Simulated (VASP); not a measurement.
# Ni (Fm-3m) in VASP: single point with LDA

Aim: the single point of Ni with LDA.

All numbers are computed with VASP 6.6.1; they aren't measurements. Logs are shortened: lines on timing, memory, paths and dates and some standing lists are left out, and cuts for length are marked.

### 1 The cell of the first run

It takes space group Fm-3m (No. 225, cubic). The conventional cell has a = 3.425 Å, b = 3.425 Å, c = 3.425 Å, α = 90.00°, β = 90.00°, γ = 90.00°. Ni (site symmetry m-3m) has 12 Ni at 2.42 Å within 3.2 Å.

### 2 Single point, LDA, collinear spin, ferromagnetic start

The input, INCAR:

```
SYSTEM = Ni
ALGO = Normal
EDIFF = 1E-6
ENCUT = 520
GGA = CA
ISIF = 2
ISMEAR = -1
ISPIN = 2
LASPH = .TRUE.
LCHARG = .FALSE.
LMAXMIX = 4
LORBIT = 11
LREAL = .FALSE.
LWAVE = .FALSE.
MAGMOM = 1 1
NBANDS = 21
NELM = 150
PREC = Accurate
SIGMA = 0.1
```

The input, KPOINTS:

```
k-points
0
G
  17 17 12
  0 0 0
```

The input, POSCAR:

```
Ni
1.0
    1.7124962518      1.7124962518      0.0000000000
   -1.7124962518      1.7124962518      0.0000000000
    0.0000000000      0.0000000000      3.4249925035
Ni
2
Direct
    0.0000000000      0.0000000000      0.0000000000
    0.5000000000      0.5000000000      0.5000000000
```

Potentials or basis: VASP PAW LDA potentials, release 64 (Ni).

On the command line:

```bash
> cat potpaw_LDA.64/Ni/POTCAR > POTCAR
> mpirun -np 1 vasp_std > vasp.out
```

OUTCAR:

```text
SYSTEM = Ni
   EDIFF = 1E-6
   ENCUT = 520
   GGA = CA
   ISIF = 2
   ISMEAR = -1
   ISPIN = 2
   LASPH = .TRUE.
   LORBIT = 11
   LREAL = .FALSE.
   NELM = 150
   PREC = Accurate

 ion  position               nearest neighbor table
   1  0.000  0.000  0.000-   2 2.42   2 2.42   2 2.42   2 2.42   2 2.42   2 2.42   2 2.42   2 2.42

   2  0.500  0.500  0.500-   1 2.42   1 2.42   1 2.42   1 2.42   1 2.42   1 2.42   1 2.42   1 2.42

  LATTYP: Found a simple tetragonal cell.
 ALAT       =     2.4218354248
 C/A-ratio  =     1.4142135623

  Lattice vectors:

 A1 = (   1.7124962518,   1.7124962518,   0.0000000000)
 A2 = (  -1.7124962518,   1.7124962518,   0.0000000000)
 A3 = (   0.0000000000,   0.0000000000,   3.4249925035)

Analysis of symmetry for initial positions (statically):
=====================================================================
 Subroutine PRICEL returns following result:

  LATTYP: Found a face centered cubic cell.
 ALAT       =     3.4249925035
[... 12 lines left out ...]
 Subroutine GETGRP returns: Found 16 space group operations
 (whereof 16 operations were pure point group operations)
 out of a pool of 16 trial point group operations.

The static configuration has the point symmetry D_4h.

Analysis of symmetry for dynamics (positions and initial velocities):
=====================================================================
 Subroutine PRICEL returns following result:

  LATTYP: Found a face centered cubic cell.
 ALAT       =     3.4249925035
[... 12 lines left out ...]
 Subroutine GETGRP returns: Found 16 space group operations
 (whereof 16 operations were pure point group operations)
 out of a pool of 16 trial point group operations.

The dynamic configuration has the point symmetry D_4h.

Analysis of structural, dynamic, and magnetic symmetry:
=====================================================================
 Subroutine PRICEL returns following result:

  LATTYP: Found a face centered cubic cell.
 ALAT       =     3.4249925035
[... 12 lines left out ...]
 Subroutine GETGRP returns: Found 16 space group operations
 (whereof 16 operations were pure point group operations)
 out of a pool of 16 trial point group operations.

The overall configuration has the point symmetry D_4h.

 Subroutine INISYM returns: Found 16 space group operations
 (whereof 16 operations are pure point group operations),
 and found     2 'primitive' translations

----------------------------------------------------------------------------------------

                                     Primitive cell

  volume of cell :      10.0443

  direct lattice vectors                    reciprocal lattice vectors
[... 104 lines left out ...]
     AMIX     =   0.40;   BMIX     =  1.00
     AMIX_MAG =   1.60;   BMIX_MAG =  1.00
  volume/ion in A,a.u.               =      10.04        67.78
  Fermi-wavevector in a.u.,A,eV,Ry     =   1.634689  3.089115 36.357609  2.672209
  Thomas-Fermi vector in A             =   2.726287
   LORBIT       =     11    0 simple, 1 ext, 2 COOP (PROOUT), +10 PAW based schemes
   GGA     = CA    functional components
   LHFCALC =     F    Hartree Fock is set to
   AEXX    =    0.0000 exact exchange contribution
   IVDW    =     0    specifies the selected vdW correction
   LEPSILON=     F    determine dielectric tensor
   LRPA    =     F    only Hartree local field effects (RPA)
 spin polarized calculation
  energy-cutoff  :      520.00
  volume of cell :       20.09
 maximum number of plane-waves:       580
 NGX is ok and might be reduce to    18
   NGX =  9   NGY =  9   NGZ = 13

 number of electron      19.9999988 magnetization       1.0836636

 Free energy of the ion-electron system (eV)
  ---------------------------------------------------
  ext. energy  EPLUGINS =         0.00000000
  ---------------------------------------------------
  free energy    TOTEN  =       -13.21363807 eV

  energy without entropy =      -13.10300550  energy(sigma->0) =      -13.15832179

 E-fermi :  10.1957     XC(G=0): -14.0924

 val. band max:       10.1953491849   @ k =   0.4118   0.0588   0.4167
 cond. band min:      10.1960849949   @ k =   0.4706   0.2353   0.0833
 fundamental gap:      0.0007358100
 Fermi energy:        10.1956712126

 spin component 1

 k-point     1 :       0.0000    0.0000    0.0000
  band No.  band energies     occupation
      1       0.6647      1.00000
      2       5.1163      1.00000
      3       5.6714      1.00000
      4       7.6874      1.00000
      5       7.6874      1.00000
      6       7.6881      1.00000
[... 565 lines left out ...]
     20      39.3501      0.00000
     21      39.9515      0.00000

 [... further k-points ...]

 spin component 2

 k-point     1 :       0.0000    0.0000    0.0000
  band No.  band energies     occupation
      1       0.7072      1.00000
      2       5.4361      1.00000
      3       6.1271      1.00000
      4       8.2380      1.00000
      5       8.2390      1.00000
      6       8.2390      1.00000
[... 565 lines left out ...]
     20      39.4308      0.00000
     21      40.0303      0.00000

 [... further k-points ...]
[... 5 lines left out ...]
  --------------------------------------------------------------------------------------
  -------------------------------------------------------------------------------------
  Total       -0.0240775     -0.0240775     -0.0214419      0.0000000     -0.0000000      0.0000000
  in kB       -1.9203153     -1.9203153     -1.7101118      0.0000000     -0.0000000      0.0000000
  external PRESSURE =      -1.8502474 kB  Pullay stress =       0.0000000 kB

 VOLUME and BASIS-vectors are now :
 -----------------------------------------------------------------------------
  energy-cutoff  :      520.00
  volume of cell :       20.09
      direct lattice vectors                 reciprocal lattice vectors
     1.712496252  1.712496252  0.000000000     0.291971442  0.291971442  0.000000000
    -1.712496252  1.712496252  0.000000000    -0.291971442  0.291971442  0.000000000
     0.000000000  0.000000000  3.424992503     0.000000000  0.000000000  0.291971442

 POSITION                                       TOTAL-FORCE (eV/Angst)
 -----------------------------------------------------------------------------------
      0.00000      0.00000      0.00000         0.000000     -0.000000     -0.000000
      0.00000      1.71250      1.71250        -0.000000      0.000000      0.000000
 -----------------------------------------------------------------------------------
    total drift:                                0.000000     -0.000000     -0.000000

  FREE ENERGIE OF THE ION-ELECTRON SYSTEM (eV)
  ---------------------------------------------------
  free  energy   TOTEN  =       -13.2136380700 eV

  energy  without entropy=      -13.1030055004  energy(sigma->0) =      -13.15832179

 total charge

# of ion       s       p       d       tot
------------------------------------------
    1        0.534   0.571   8.368   9.473
    2        0.534   0.571   8.368   9.473
--------------------------------------------------
tot          1.069   1.141  16.737  18.947

 magnetization (x)

# of ion       s       p       d       tot
------------------------------------------
    1       -0.005  -0.017   0.564   0.542
    2       -0.005  -0.017   0.564   0.542
--------------------------------------------------
tot         -0.010  -0.035   1.128   1.084
```

OSZICAR:

```text
N       E                     dE             d eps       ncg     rms          rms(c)
DAV:   1     0.944637558344E+02    0.94464E+02   -0.87982E+03 29483   0.138E+03
DAV:   2    -0.949064046281E+01   -0.10395E+03   -0.95893E+02 27025   0.238E+02
DAV:   3    -0.153496319836E+02   -0.58590E+01   -0.56313E+01 29969   0.643E+01
DAV:   4    -0.154278297279E+02   -0.78198E-01   -0.78127E-01 30257   0.688E+00
DAV:   5    -0.154302423825E+02   -0.24127E-02   -0.24125E-02 30431   0.120E+00    0.156E+01
DAV:   6    -0.138304556547E+02    0.15998E+01   -0.73195E+00 31883   0.587E+01    0.804E+00
DAV:   7    -0.132627862463E+02    0.56767E+00   -0.14737E+00 31500   0.234E+01    0.298E+00
DAV:   8    -0.132203274272E+02    0.42459E-01   -0.13318E-02 40021   0.164E+00    0.131E+00
DAV:   9    -0.132152054012E+02    0.51220E-02   -0.76459E-04 37396   0.280E-01    0.404E-01
DAV:  10    -0.132136464938E+02    0.15589E-02   -0.13004E-04 40707   0.171E-01    0.492E-02
DAV:  11    -0.132136485965E+02   -0.21027E-05   -0.19191E-05 30742   0.346E-02    0.265E-02
DAV:  12    -0.132136382351E+02    0.10361E-04   -0.37373E-06 33539   0.234E-02    0.984E-03
DAV:  13    -0.132136380700E+02    0.16506E-06   -0.91619E-07 18835   0.969E-03
   1 F= -.13213638E+02 E0= -.13158322E+02  d E =-.110633E+00  mag=     1.0835
```

It took 4.2 min on 1 thread of AMD EPYC 7R43 (Zen 3), shared host; peak memory 0.23 GiB.

What came out:

```yaml
Free_energy: -13.2136 eV
Pressure: -0.2 GPa
Net_moment: 1.08 μB per cell
Site_moments: Ni +0.54 μB
Valence_electrons_inside_the_program's_atomic_spheres: Ni 9.47
```
